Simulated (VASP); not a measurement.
MoSe: single point with PBE

MoSe:

```
CELL_PARAMETERS angstrom
0.00000 2.76914 2.76914
5.50963 2.76914 2.76914
5.50963 5.53827 0.00000
ATOMIC_POSITIONS crystal
Mo 0.50000 0.50000 0.00000
Mo 0.50000 0.50000 0.50000
Se 0.00000 0.00000 0.00000
Se 0.00000 0.00000 0.50000
```

This cell differs from its parent crystal: volume scaled by 1.100.

```
Program             : VASP 6.6.1
Task                : single point
Functional          : PBE
Potentials or basis : VASP PAW PBE potentials, release 64 (Mo_sv, Se)
Cutoff              : 520 eV
k mesh              : 12 × 12 × 6
Occupations         : gaussian, width 0.05 eV
Spin                : collinear spin, antiferromagnetic start
Starting moments    : [2.53, -2.53, 0.0, 0.0] μB
```

```
Pressure                                              : -6.2 GPa
Band gap on the k mesh                                : zero (filled and empty bands overlap)
Net moment                                            : 0.00 μB per cell
Site moments                                          : Mo +2.65, -2.65; Se -0.01, +0.01 μB
Valence electrons inside the program's atomic spheres : Mo 12.15; Se 3.85
```

Levels at points of the mesh, in eV from the Fermi level:
Spin up:
| k point | band 16 | band 17 | band 18 | band 19 | band 20 | band 21 | band 22 | band 23 | band 24 | band 25 |
| --- | --- | --- | --- | --- | --- | --- | --- | --- | --- | --- |
| (0.00, 0.00, 0.00) | -2.15 | -2.15 | -1.89 | -1.89 | -1.64 | -1.42 | -0.92 | 0.05 | 0.97 | 0.97 |
| (0.50, 0.00, 0.00) | -4.49 | -0.95 | -0.89 | -0.67 | 0.99 | 1.29 | 1.31 | 2.40 | 2.53 | 3.16 |
| (0.50, 0.50, 0.00) | -3.42 | -2.92 | -2.92 | -1.11 | -0.65 | -0.54 | 0.74 | 0.74 | 0.99 | 1.20 |
| (0.00, 0.00, 0.50) | -4.30 | -1.54 | -0.98 | -0.48 | -0.47 | 0.65 | 0.78 | 1.23 | 1.38 | 2.87 |
| (0.50, 0.00, 0.50) | -4.83 | -1.16 | -1.16 | -0.65 | -0.24 | -0.20 | 0.68 | 0.68 | 1.19 | 1.41 |
| (0.00, 0.50, 0.50) | -3.17 | -2.89 | -1.59 | -1.21 | -0.57 | -0.57 | -0.04 | -0.02 | 1.26 | 1.35 |
Spin down:
```
           k point  band 16  band 17  band 18  band 19  band 20  band 21  band 22  band 23  band 24  band 25
(0.00, 0.00, 0.00)    -2.15    -2.15    -1.89    -1.89    -1.64    -1.42    -0.92     0.05     0.97     0.97
(0.50, 0.00, 0.00)    -4.49    -0.95    -0.89    -0.67     0.99     1.29     1.31     2.40     2.53     3.16
(0.50, 0.50, 0.00)    -3.42    -2.92    -2.92    -1.11    -0.65    -0.54     0.74     0.74     0.99     1.20
(0.00, 0.00, 0.50)    -4.30    -1.54    -0.98    -0.48    -0.47     0.65     0.78     1.23     1.38     2.87
(0.50, 0.00, 0.50)    -4.83    -1.16    -1.16    -0.65    -0.24    -0.20     0.68     0.68     1.19     1.41
(0.00, 0.50, 0.50)    -3.17    -2.89    -1.59    -1.21    -0.57    -0.57    -0.04    -0.02     1.26     1.35
```

It took 10 min on 1 thread of Intel(R) Xeon(R) Platinum 8488C (Sapphire Rapids), with other jobs on the host, peak memory 0.6 GiB.
